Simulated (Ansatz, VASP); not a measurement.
# Ga in VASP and in Ansatz

INCAR

```
SYSTEM = Ga
  PREC = Accurate
  ENCUT = 520
  EDIFF = 1E-6
  ISMEAR = -1
  SIGMA = 0.05
  LREAL = .FALSE.
  LASPH = .TRUE.
  NELM = 80
  ALGO = Fast
  ISIF = 2
  LWAVE = .FALSE.
  LCHARG = .FALSE.
  GGA = PE
  NBANDS = 20
```

KPOINTS

```
Automatic mesh
0
G
  7 7 10
  0 0 0
```

File POSCAR:

```
Ga
1.0
    4.4494700000      0.0000000000      0.0000000000
   -2.2247400000      3.8533600000      0.0000000000
    0.0000000000      0.0000000000      2.7652000000
Ga
2
Direct
    0.3396310000      0.6626890000      0.5167170000
    0.6823560000      0.3426560000      0.4895650000
```

The input input.yaml:

```yaml
crystal:
  lattice:
    - [4.44947, 0.0, 0.0]
    - [-2.22474, 3.85336, 0.0]
    - [0.0, 0.0, 2.7652]
  atoms:
    - { symbol: Ga, position: [0.339631, 0.662689, 0.516717] }
    - { symbol: Ga, position: [0.682356, 0.342656, 0.489565] }
hamiltonian:
  xc: pbe
  pseudopotentials: { kind: paw }
kpoints:
  mp_grid: { grid: [7, 7, 10] }
scf:
  occupations: { method: fermi_dirac, width: 0.05 }
output:
  forces: true
  stress: true
  eigenvalues: true
  write_density: true
  write_potential: true
  elf: true
  volumetric_format: npy
```

Change from the starting cell: atoms moved at random, drawn with an rms of 0.05 Å.

Alike in both runs: task single point; functional PBE; k mesh 7 × 7 × 10; occupations fermi-dirac, width 0.05 eV; no spin polarisation.

|  | VASP | Ansatz |
| --- | --- | --- |
| version | VASP 6.6.1 | Ansatz 0.2.0 |
| potentials or method | VASP PAW PBE potentials, release 64 (Ga_d) | Ansatz PAW |
| plane-wave cutoff (eV) | 520 | 420 |
| valence electrons in the cell | 26 | 26 |

VASP gave:

- gap on the k mesh at the Fermi level (eV): none
- pressure (GPa): 0.2
- traceless stress, the component that is largest in VASP (GPa): 1.49
- rms of the force components (eV/Å): 0.147

Task: Which values does Ansatz return?

Result: gap on the k mesh at the Fermi level (eV): none; pressure (GPa): 0.2; traceless stress, the component that is largest in VASP (GPa): 1.46; rms of the force components (eV/Å): 0.146.

Atom by atom the forces differ by 0.002 eV/Å (rms over components). A gap of «none» marks a metal or a gap that the smearing closes.
